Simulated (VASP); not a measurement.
# ZnS (F-43m) in VASP: notebook, part 2 of 2

VASP 6.6.1. Earlier steps stand in the parts before.

## Step 5: Single point, HSE06

POSCAR reads:

```
ZnS
1.0
    0.0000000000      2.6940858343      2.6940858343
    2.6940858343      0.0000000000      2.6940858343
    2.6940858343      2.6940858343      0.0000000000
Zn S
1 1
Direct
    0.0000000000      0.0000000000      0.0000000000
    0.2500000000      0.2500000000      0.2500000000
```

INCAR.step1 reads:

```
ALGO     = Normal         # electronic algorithm
EDIFF    = 1E-5           # SCF threshold, eV
ENCUT    = 520            # plane-wave cutoff, eV
GGA      = PE             # functional
ISIF     = 2              # what is computed and relaxed
ISMEAR   = 0              # smearing method
LASPH    = True           # aspherical terms in the spheres
LREAL    = False          # projectors in reciprocal space
LWAVE    = True           # write WAVECAR
NBANDS   = 16             # bands
NELM     = 60             # most SCF steps
PREC     = Accurate       # precision mode
SIGMA    = 0.01           # smearing width, eV
```

INCAR.step2 reads:

```
ALGO     = Normal         # electronic algorithm
EDIFF    = 1E-6           # SCF threshold, eV
ENCUT    = 520            # plane-wave cutoff, eV
GGA      = PE             # functional
HFSCREEN = 0.2079         # screening, 1/A
ISIF     = 2              # what is computed and relaxed
ISMEAR   = 0              # smearing method
ISTART   = 1            
LASPH    = True           # aspherical terms in the spheres
LCHARG   = True           # write CHGCAR
LELF     = True           # ELF
LHFCALC  = True           # exact exchange
LREAL    = False          # projectors in reciprocal space
LVHAR    = True         
LWAVE    = False          # write WAVECAR
NBANDS   = 16             # bands
NELM     = 60             # most SCF steps
PREC     = Accurate       # precision mode
PRECFOCK = Normal       
SIGMA    = 0.01           # smearing width, eV
```

KPOINTS reads:

```
k-points
0
Gamma
  4 4 4
```

The run is started by

```bash
> cat potpaw_PBE.64/Zn/POTCAR potpaw_PBE.64/S/POTCAR > POTCAR
> cp INCAR.step1 INCAR
> mpirun -np 1 vasp_std > vasp.out
> cp INCAR.step2 INCAR
> mpirun -np 1 vasp_std > vasp.out
```

Wall time 2.8 min (1 thread of Intel Xeon 6975P-C (Granite Rapids), shared host); peak memory 0.26 GiB.

Results (log left out):

```
Free energy            : -8.3331 eV
Pressure               : 1.9 GPa
Band gap on the k mesh : 3.38 eV
```

Levels at points of the mesh, in eV from the valence-band top:
```csv
k point,band 7,band 8,band 9,band 10,band 11,band 12
"(0.00, 0.00, 0.00)",0.00,0.00,0.00,3.38,7.68,7.68
"(0.50, 0.00, 0.00)",-5.66,-0.93,-0.93,4.57,8.17,8.17
"(0.50, 0.50, 0.00)",-5.03,-2.38,-2.38,4.36,5.26,12.63
```

Caveat: the k points lie up to 0.50 Å⁻¹ apart; the PAW data sets were made with another functional, which shifts forces and pressure a little.

## Step 6: Single point, PBE-based screened hybrid with 50 % exact exchange

POSCAR is that of step 5.

INCAR.step1 reads:

```
SYSTEM = ZnS
PREC = Accurate
ENCUT = 520
EDIFF = 1E-5
ISMEAR = 0
SIGMA = 0.01
LREAL = .False.
LASPH = .True.
NELM = 100
ALGO = Normal
ISIF = 2
LWAVE = .True.
LCHARG = .False.
NBANDS = 16
GGA = PE
```

INCAR.step2 reads:

```
SYSTEM = ZnS
PREC = Accurate
ENCUT = 520
EDIFF = 1E-7
ISMEAR = 0
SIGMA = 0.01
LREAL = .False.
LASPH = .True.
NELM = 100
ALGO = Normal
ISIF = 2
LWAVE = .False.
LCHARG = .False.
GGA = PE
LHFCALC = .True.
AEXX = 0.5
HFSCREEN = 0.3
PRECFOCK = Normal
NBANDS = 16
ISTART = 1
```

KPOINTS reads:

```
Automatic mesh
0
Gamma
  4 4 4
  0 0 0
```

Potentials or basis: VASP PAW PBE potentials, release 64 (Zn, S).

The run is started by

```bash
> cat potpaw_PBE.64/Zn/POTCAR potpaw_PBE.64/S/POTCAR > POTCAR
> cp INCAR.step1 INCAR
> mpirun -np 1 vasp_std > vasp.out
> cp INCAR.step2 INCAR
> mpirun -np 1 vasp_std > vasp.out
```

OUTCAR:

```text
SYSTEM = ZnS
   PREC = Accurate
   ENCUT = 520
   EDIFF = 1E-7
   ISMEAR = 0
   LREAL = .False.
   LASPH = .True.
   NELM = 100
   ISIF = 2
   GGA = PE
   LHFCALC = .True.
   AEXX = 0.5
   HFSCREEN = 0.3
   PRECFOCK = Normal
   ISTART = 1

 ion  position               nearest neighbor table
   1  0.000  0.000  0.000-   2 2.33   2 2.33   2 2.33   2 2.33
   2  0.250  0.250  0.250-   1 2.33   1 2.33   1 2.33   1 2.33

  LATTYP: Found a face centered cubic cell.
 ALAT       =     5.3881716686

  Lattice vectors:

 A1 = (   0.0000000000,   2.6940858343,   2.6940858343)
 A2 = (   2.6940858343,   0.0000000000,   2.6940858343)
 A3 = (   2.6940858343,   2.6940858343,   0.0000000000)

Analysis of symmetry for initial positions (statically):
=====================================================================
 Subroutine PRICEL returns:
 Original cell was already a primitive cell.

 Routine SETGRP: Setting up the symmetry group for a
 face centered cubic supercell.

 Subroutine GETGRP returns: Found 24 space group operations
 (whereof 24 operations were pure point group operations)
 out of a pool of 48 trial point group operations.

The static configuration has the point symmetry T_d .

Analysis of symmetry for dynamics (positions and initial velocities):
=====================================================================
 Subroutine PRICEL returns:
 Original cell was already a primitive cell.

 Routine SETGRP: Setting up the symmetry group for a
 face centered cubic supercell.

 Subroutine GETGRP returns: Found 24 space group operations
 (whereof 24 operations were pure point group operations)
 out of a pool of 48 trial point group operations.

The dynamic configuration has the point symmetry T_d .

 Subroutine INISYM returns: Found 24 space group operations
 (whereof 24 operations are pure point group operations),
 and found     1 'primitive' translations

----------------------------------------------------------------------------------------

                                     Primitive cell

  volume of cell :      39.1079

  direct lattice vectors                    reciprocal lattice vectors
     0.000000000  2.694085834  2.694085834    -0.185591711  0.185591711  0.185591711
     2.694085834  0.000000000  2.694085834     0.185591711 -0.185591711  0.185591711
     2.694085834  2.694085834  0.000000000     0.185591711  0.185591711 -0.185591711

  length of vectors
     3.810012725  3.810012725  3.810012725     0.321454273  0.321454273  0.321454273

  position of ions in fractional coordinates (direct lattice)
     0.000000000  0.000000000  0.000000000
     0.250000000  0.250000000  0.250000000

  ion indices of the primitive-cell ions
   primitive index   ion index
                 1           1
                 2           2

----------------------------------------------------------------------------------------

 KPOINTS: Automatic mesh
[... 22 lines left out ...]

 Following reciprocal coordinates:
            Coordinates               Weight
  0.000000  0.000000  0.000000      1.000000
  0.250000  0.000000  0.000000      8.000000
  0.500000  0.000000  0.000000      4.000000
  0.250000  0.250000  0.000000      6.000000
  0.500000  0.250000  0.000000     24.000000
 -0.250000  0.250000  0.000000     12.000000
  0.500000  0.500000  0.000000      3.000000
 -0.250000  0.500000  0.250000      6.000000
   k-points           NKPTS =      8   k-points in BZ     NKDIM =     64   number of bands    NBANDS=     16
   number of dos      NEDOS =    301   number of ions     NIONS =      2
   total plane-waves  NPLWV =  21952
   dimension x,y,z NGX =    28 NGY =   28 NGZ =   28
   dimension x,y,z NGXF=    56 NGYF=   56 NGZF=   56
   ions per type =               1   1
   NGX,Y,Z   is equivalent  to a cutoff of  12.22, 12.22, 12.22 a.u.
   NGXF,Y,Z  is equivalent  to a cutoff of  24.44, 24.44, 24.44 a.u.
 SYSTEM =  ZnS
   PREC   = accura    normal or accurate (medium, high low for compatibility)
   ISTART =      1    job   : 0-new  1-cont  2-samecut
   ICHARG =      0    charge: 1-file 2-atom 10-const
   ISPIN  =      1    spin polarized calculation?
   LNONCOLLINEAR =      F non collinear calculations
   LSORBIT =      F    spin-orbit coupling
   LASPH  =      T    aspherical Exc in radial PAW
   ENCUT  =  520.0 eV  38.22 Ry    6.18 a.u.   7.08  7.08  7.08*2*pi/ulx,y,z
   NELM   =    100;   NELMIN=  2; NELMDL=  0     # of ELM steps
   EDIFF  = 0.1E-06   stopping-criterion for ELM
   LREAL  =      F    real-space projection
   EDIFFG = 0.1E-05   stopping-criterion for IOM
   NSW    =      0    number of steps for IOM
   IBRION =     -1    ionic relax: 0-MD 1-quasi-New 2-CG
   NFREE  =      0    steps in history (QN), initial steepest desc. (CG)
   ISIF   =      2    stress and relaxation
   ISYM   =      3    0-nonsym 1-usesym 2-fastsym
   POTIM  = 0.5000    time-step for ionic-motion
   TEBEG  =    0.0;   TEEND  =   0.0 temperature during run
   PSTRESS=    0.0 pullay stress
   NELECT =      18.0000    total number of electrons
   NUPDOWN=      -1.0000    fix difference up-down
   EMIN   =  10.00;   EMAX   =-10.00  energy-range for DOS
   EFERMI =   0.00;   METHOD = LEGACY
   ISMEAR =     0;   SIGMA  =   0.01  broadening in eV -4-tet -1-fermi 0-gaus
   EFERMI_NEDOS =   21; number of points for ismear=-14 and -15
   IALGO  =     38    algorithm
   IMIX   =      1    mixing-type and parameters
     AMIX     =   0.40;   BMIX     =  1.00
     AMIX_MAG =   1.60;   BMIX_MAG =  1.00
  volume/ion in A,a.u.               =      19.55       131.96
  Fermi-wavevector in a.u.,A,eV,Ry     =   1.263992  2.388598 21.737690  1.597675
  Thomas-Fermi vector in A             =   2.397320
   LORBIT       =      0    0 simple, 1 ext, 2 COOP (PROOUT), +10 PAW based schemes
   GGA     = PE    functional components
   LHFCALC =     T    Hartree Fock is set to
   PRECFOCK=normal    Normal, Fast or Accurate (Low or Medium for compatibility)
   ENCUT4O =  -1.0   cutoff for four orbital integrals eV
   NKREDX  =     1    reduce k-point grid by
   NKREDY  =     1    reduce k-point grid by
   NKREDZ  =     1    reduce k-point grid by
   AEXX    =    0.5000 exact exchange contribution
   HFSCREEN=    0.3000 screening length (either q_TF or 0.3 A-1)
   HFSCREENC=   0.3000 screening length for correlation (either q_TF or 0.3 A-1)
   ENCUTFOCK=  -1.0 apply spherical cutoff to Coloumb kernel
   IVDW    =     0    specifies the selected vdW correction
   LEPSILON=     F    determine dielectric tensor
   LRPA    =     F    only Hartree local field effects (RPA)
 non-spin polarized calculation
 Gauss-broadening in eV      SIGMA  =   0.01
  energy-cutoff  :      520.00
  volume of cell :       39.11
 maximum number of plane-waves:      1067
  NGX = 24; NGY = 24; NGZ = 24

 number of electron      18.0000006 magnetization

 Free energy of the ion-electron system (eV)
  ---------------------------------------------------
  ext. energy  EPLUGINS =         0.00000000
  ---------------------------------------------------
  free energy    TOTEN  =        -9.58036614 eV

  energy without entropy =       -9.58036614  energy(sigma->0) =       -9.58036614

 E-fermi :   1.0194     XC(G=0):  -6.6254

 val. band max:        0.9569906131   @ k =   0.0000   0.0000   0.0000
 cond. band min:       5.1874111953   @ k =   0.0000   0.0000   0.0000
 fundamental gap:      4.2304205822
 Fermi energy:         1.0193976887

 k-point     1 :       0.0000    0.0000    0.0000
  band No.  band energies     occupation
      1     -14.4137      2.00000
      2      -8.3794      2.00000
      3      -8.3794      2.00000
      4      -8.3794      2.00000
      5      -7.9626      2.00000
      6      -7.9626      2.00000
[... 129 lines left out ...]
      3      -8.1673      2.00000
      4      -8.0119      2.00000
      5      -7.9652      2.00000
      6      -7.4548      2.00000
[... 8 lines left out ...]
     15      17.7798      0.00000
     16      18.4267      0.00000

------------------------ aborting loop because EDIFF is reached ----------------------------------------

  FORCE on cell =-STRESS in cart. coord.  units (eV):
  Direction    XX          YY          ZZ          XY          YZ          ZX
  --------------------------------------------------------------------------------------
  -------------------------------------------------------------------------------------
  Total        0.3881079      0.3881079      0.3881079     -0.0000000     -0.0000000      0.0000000
  in kB       15.9000605     15.9000605     15.9000605     -0.0000000     -0.0000000      0.0000000
  external PRESSURE =      15.9000605 kB  Pullay stress =       0.0000000 kB

 VOLUME and BASIS-vectors are now :
 -----------------------------------------------------------------------------
  energy-cutoff  :      520.00
  volume of cell :       39.11
      direct lattice vectors                 reciprocal lattice vectors
     0.000000000  2.694085834  2.694085834    -0.185591711  0.185591711  0.185591711
     2.694085834  0.000000000  2.694085834     0.185591711 -0.185591711  0.185591711
     2.694085834  2.694085834  0.000000000     0.185591711  0.185591711 -0.185591711

 POSITION                                       TOTAL-FORCE (eV/Angst)
 -----------------------------------------------------------------------------------
      0.00000      0.00000      0.00000        -0.000000      0.000000      0.000000
      1.34704      1.34704      1.34704         0.000000     -0.000000     -0.000000
 -----------------------------------------------------------------------------------
    total drift:                                0.000039      0.000042      0.000024

  FREE ENERGIE OF THE ION-ELECTRON SYSTEM (eV)
  ---------------------------------------------------
  free  energy   TOTEN  =        -9.5803661441 eV

  energy  without entropy=       -9.5803661441  energy(sigma->0) =       -9.58036614
```

It took 3.9 min on 1 thread of Intel Xeon 6975P-C (Granite Rapids), shared host; peak memory 0.26 GiB.

What came out:

```
Free energy            : -9.5804 eV
Pressure               : 1.6 GPa
Band gap on the k mesh : 4.23 eV
```

Levels at points of the mesh, in eV from the valence-band top:
```csv
k point,band 5,band 6,band 7,band 8,band 9,band 10,band 11,band 12,band 13,band 14
"(0.00, 0.00, 0.00)",-8.92,-8.92,0.00,0.00,0.00,4.23,8.53,8.53,8.53,14.14
"(0.50, 0.00, 0.00)",-8.90,-8.64,-5.80,-0.95,-0.95,5.41,8.98,8.98,11.09,14.67
"(0.50, 0.50, 0.00)",-8.86,-8.57,-5.22,-2.44,-2.44,4.96,6.03,13.71,14.96,14.96
```

Caveat: the k points lie up to 0.50 Å⁻¹ apart; the PAW data sets were made with another functional, which shifts forces and pressure a little.

## Step 7: Single point, HF

POSCAR is that of step 6.

INCAR.step1 reads:

```
ALGO = Normal
EDIFF = 1E-5
ENCUT = 520
GGA = PE
ISIF = 2
ISMEAR = 0
LASPH = T
LREAL = F
LWAVE = T
NBANDS = 16
NELM = 80
PREC = Accurate
SIGMA = 0.01
```

INCAR.step2 reads:

```
AEXX = 1.0
AGGAC = 0.0
ALDAC = 0.0
ALGO = Normal
EDIFF = 1E-7
ENCUT = 520
GGA = PE
ISIF = 2
ISMEAR = 0
ISTART = 1
LASPH = T
LCHARG = T
LELF = T
LHFCALC = T
LREAL = F
LVHAR = T
LWAVE = F
NBANDS = 16
NELM = 80
PREC = Accurate
PRECFOCK = Normal
SIGMA = 0.01
```

KPOINTS reads:

```
k-points
0
Gamma
  4 4 4
```

The run is started by

```bash
> cat potpaw_PBE.64/Zn/POTCAR potpaw_PBE.64/S/POTCAR > POTCAR
> cp INCAR.step1 INCAR
> mpirun -np 1 vasp_std > vasp.out
> cp INCAR.step2 INCAR
> mpirun -np 1 vasp_std > vasp.out
```

Wall time 4.3 min (1 thread of Intel Xeon 6975P-C (Granite Rapids), shared host); peak memory 0.16 GiB.

The run converged. Its results:

```
Free energy            : -13.7256 eV
Pressure               : 8.8 GPa
Band gap on the k mesh : 10.44 eV
```

Levels at points of the mesh, in eV from the valence-band top:
```
           k point  band 5  band 6  band 7  band 8  band 9  band 10  band 11  band 12  band 13  band 14
(0.00, 0.00, 0.00)  -12.37  -12.37    0.00    0.00    0.00    10.44    14.92    14.92    14.92    20.84
(0.50, 0.00, 0.00)  -12.36  -11.99   -6.49   -1.04   -1.04    11.67    15.27    15.27    17.43    21.49
(0.50, 0.50, 0.00)  -12.32  -11.83   -5.88   -2.70   -2.70    10.68    12.16    20.72    22.17    22.17
```

Caveat: the k points lie up to 0.50 Å⁻¹ apart; the PAW data sets were made with another functional, which shifts forces and pressure a little. A k mesh can miss the band edges.

## Step 8: Summary

```tsv
level	k mesh	grid for exact exchange (PRECFOCK)	share of exact exchange	screening parameter	gap on the mesh (eV)	pressure (GPa)
r2SCAN	6 × 6 × 6	-	-	-	2.71	0.1
HSE06	4 × 4 × 4	Normal	0.25	0.2079 1/Å	3.38	1.9
PBE-based screened hybrid with 50 % exact exchange	4 × 4 × 4	Normal	0.5	0.3 1/Å	4.23	1.6
HF	4 × 4 × 4	Normal	1	-	10.44	8.8
```

Alike in all rows: task single point; potentials or basis VASP PAW PBE potentials, release 64 (Zn, S); no spin polarisation; cell as given; cutoff (eV) 520; smearing gaussian 0.01 eV.

Caveats: some runs use coarse meshes; the PAW data sets were made with another functional, which shifts forces and pressure a little.

Absolute energies hang on the potentials; compare differences alone.
